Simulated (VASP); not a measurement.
NiO2, 3 atoms in the cell. The structure is trigonal, space group R-3m (No. 166). Conventional cell: a = 2.811 Å, b = 2.811 Å, c = 14.444 Å, α = 90.00°, β = 90.00°, γ = 120.00°. Ni (site symmetry -3m) has 6 O at 1.88 Å within 2.5 Å. O (site symmetry 3m) has 3 Ni at 1.88 Å and 3 O at 2.49 Å within 2.5 Å. 

```yaml
Program: VASP 6.6.1
Task: density of states
Functional: LDA
Potentials_or_basis: VASP PAW LDA potentials, release 64 (Ni, O)
Cutoff: 520 eV
k_mesh: 12 × 12 × 12
Occupations: gaussian, width 0.02 eV
Spin: no spin polarisation
Dipole_correction: no
k_mesh_for_the_DOS: 18 × 18 × 18
Occupations_for_the_DOS: tetrahedron
Further_INCAR_settings: ALGO = Normal; EDIFF = 1e-06; NBANDS = 18
```

Potentials or basis: VASP PAW LDA potentials, release 64 (Ni, O).

The run is started by

```sh
$ cat potpaw_LDA.64/Ni/POTCAR potpaw_LDA.64/O/POTCAR > POTCAR
$ cp INCAR.step1 INCAR
$ cp KPOINTS.step1 KPOINTS
$ mpirun -np 1 vasp_std > vasp.out
$ cp INCAR.step2 INCAR
$ cp KPOINTS.step2 KPOINTS
$ mpirun -np 1 vasp_std > vasp.out
```

Hardware: 1 thread of Intel(R) Xeon(R) 6975P-C (Granite Rapids), on a shared host.

Question: How long does it take, and how much memory?

Answer: It took 5.7 min on 1 thread of Intel(R) Xeon(R) 6975P-C (Granite Rapids) (shared host), peak memory 0.45 GiB. Counts: k points 580.
